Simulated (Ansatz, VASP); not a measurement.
**Os5Rh3 in VASP and in Ansatz**

```
CELL_PARAMETERS angstrom
-3.84382 3.84387 -3.84304
3.84544 3.84136 3.83892
3.84514 -3.83975 -3.84023
ATOMIC_POSITIONS crystal
Rh 0.74922 0.49615 0.74780
Rh 0.49573 0.74924 0.74742
Rh 0.00039 0.49911 0.49876
Rh 0.74938 0.75118 0.49573
Rh 0.00440 0.00526 0.00127
Rh 0.99958 0.74982 0.24707
Os 0.25337 0.00399 0.75234
Os 0.00022 0.24866 0.74800
Os 0.49894 0.99995 0.49771
Os 0.25076 0.25001 0.49855
Os 0.74910 0.00115 0.24848
Os 0.49614 0.24652 0.24394
Os 0.25043 0.49929 0.24698
Os 0.74937 0.24900 0.99809
Os 0.49825 0.49953 0.99743
Os 0.25387 0.75171 0.99996
```

Alike in both runs: functional PBE; k mesh 3 × 3 × 3; occupations gaussian, width 0.1 eV; no spin polarisation.

Ansatz relaxed the structure, and its values are those at the end. VASP's run is a single point on that final structure, the one shown.

|  | VASP | Ansatz |
| --- | --- | --- |
| version | VASP 6.6.1 | Ansatz 0.2.0 |
| potentials or method | VASP PAW PBE potentials, release 64 (Rh_pv, Os), cutoff 520 eV | scalar-relativistic, plane waves, PAW |
| valence electrons in the cell | 170 | 262 |

```tsv
	VASP	Ansatz	Ansatz less VASP
gap on the k mesh at the Fermi level (eV)	none	none	-
pressure (GPa)	0.0	0.1	+0.06
rms of the force components (eV/Å)	0.012	0.011	-0.0013
```

A gap of «none» marks a metal or a gap that the smearing closes. VASP's potentials hold 170 valence electrons a cell and Ansatz's 262, so a difference there can come from the potentials and not from the codes.

The k mesh is coarse, so the values compare programs but aren't converged. Neither program's run includes spin-orbit coupling.
